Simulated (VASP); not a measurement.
Here is a VASP 6.6.1 calculation.

INCAR

```
PREC = Accurate ; ENCUT = 520
EDIFF = 1E-6 ; ISMEAR = -1
SIGMA = 0.05 ; LREAL = False
LASPH = True ; NELM = 60
ALGO = Normal ; ISIF = 2
LWAVE = False ; LCHARG = True
GGA = PS ; IVDW = 13
LELF = True ; LVHAR = True
NBANDS = 30
```

KPOINTS

```
regular mesh
0
Gamma
  11 11 3
```

Contents of POSCAR:

```
Ag
1.0
    2.8303649019      0.0000000000      0.0000000000
   -1.4151824510      2.4511679070      0.0000000000
    0.0000000000      0.0000000000      9.3670318575
Ag
4
Direct
    0.0000000000      0.0000000000      0.5000000000
    0.0000000000      0.0000000000      0.0000000000
    0.6666666667      0.3333333333      0.7500000000
    0.3333333333      0.6666666667      0.2500000000
```

Potentials or basis: VASP PAW PBE potentials, release 64 (Ag).

Launch:

```console
$ cat potpaw_PBE.64/Ag/POTCAR > POTCAR
$ mpirun -np 1 vasp_std > vasp.out
```

Predict the pressure.

-0.3 GPa.

Estimate the band gap on the k mesh.

zero (bands 22 and 23 overlap by 5.90 eV).

Caveat: the PAW data sets were made with another functional, which shifts forces and pressure a little.
